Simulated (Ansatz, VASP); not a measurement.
# One calculation of MgCd2Te3, two programs

```
Mg Cd Te
1.0
     4.30445    0.00000    0.00000
    -2.15222    3.72776    0.00000
     0.00000    0.00000   21.02673
Mg Cd Te
2 4 6
Direct
  0.00000 0.00000 0.16667
  0.00000 0.00000 0.83333
  0.00000 0.00000 0.50000
  0.00000 0.00000 0.00000
  0.00000 0.00000 0.33333
  0.00000 0.00000 0.66667
  0.33333 0.66667 0.08333
  0.33333 0.66667 0.41667
  0.33333 0.66667 0.75000
  0.66667 0.33333 0.25000
  0.66667 0.33333 0.58333
  0.66667 0.33333 0.91667
```

Alike in both runs: task single point; functional PBE; k mesh 6 × 6 × 1; occupations gaussian, width 0.1 eV; no spin polarisation.

```csv
,VASP,Ansatz
version,VASP 6.6.1,Ansatz 0.2.0
potentials or method,"VASP PAW PBE potentials, release 64 (Mg, Cd, Te), cutoff 600 eV","scalar-relativistic, plane waves, PAW"
valence electrons in the cell,88,196
```

|  | VASP | Ansatz | Ansatz less VASP |
| --- | --- | --- | --- |
| gap on the k mesh at the Fermi level (eV) | none | none | - |
| pressure (GPa) | 0.5 | 0.5 | -0.06 |
| traceless stress, the component that is largest in VASP (GPa) | 0.09 | 0.10 | +0.015 |
| rms of the force components (eV/Å) | 0.113 | 0.106 | -0.0073 |

Atom by atom the forces differ by 0.007 eV/Å (rms over components). A gap of «none» marks a metal or a gap that the smearing closes. VASP's potentials hold 88 valence electrons a cell and Ansatz's 196, so a difference there can come from the potentials and not from the codes.

Spin-orbit coupling is off throughout.
